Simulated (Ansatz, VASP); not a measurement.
# Si4C in VASP and in Ansatz

```xyz
10
Lattice="2.8570 0.0000 0.0000 -1.4285 2.4742 0.0000 0.0000 0.0000 17.9190" Properties=species:S:1:pos:R:3 pbc="T T T"
Si    0.0000    1.6495   14.6502
Si    0.0000    1.6495    1.0321
Si    0.0000    1.6495    7.9274
Si    0.0000    1.6495   12.2283
Si    1.4285    0.8247   16.8869
Si    1.4285    0.8247    3.2688
Si    1.4285    0.8247    5.6907
Si    1.4285    0.8247    9.9916
C     0.0000    1.6495    4.4797
C     1.4285    0.8247   13.4392
```

Alike in both runs: functional PBE; k mesh 12 × 12 × 4; occupations gaussian, width 0.1 eV; no spin polarisation.

Ansatz relaxed the structure, and its values are those at the end. VASP's run is a single point on that final structure, the one shown.

|  | VASP | Ansatz |
| --- | --- | --- |
| version | VASP 6.6.1 | Ansatz 0.2.0 |
| potentials or method | VASP PAW PBE potentials, release 64 (Si, C), cutoff 520 eV | scalar-relativistic, plane waves, PAW |
| valence electrons in the cell | 40 | 40 |

|  | VASP | Ansatz | Ansatz less VASP |
| --- | --- | --- | --- |
| gap on the k mesh at the Fermi level (eV) | none | none | - |
| pressure (GPa) | 0.0 | 0.0 | +0.01 |
| rms of the force components (eV/Å) | 0.009 | 0.000 | -0.0090 |

A gap of «none» marks a metal or a gap that the smearing closes.
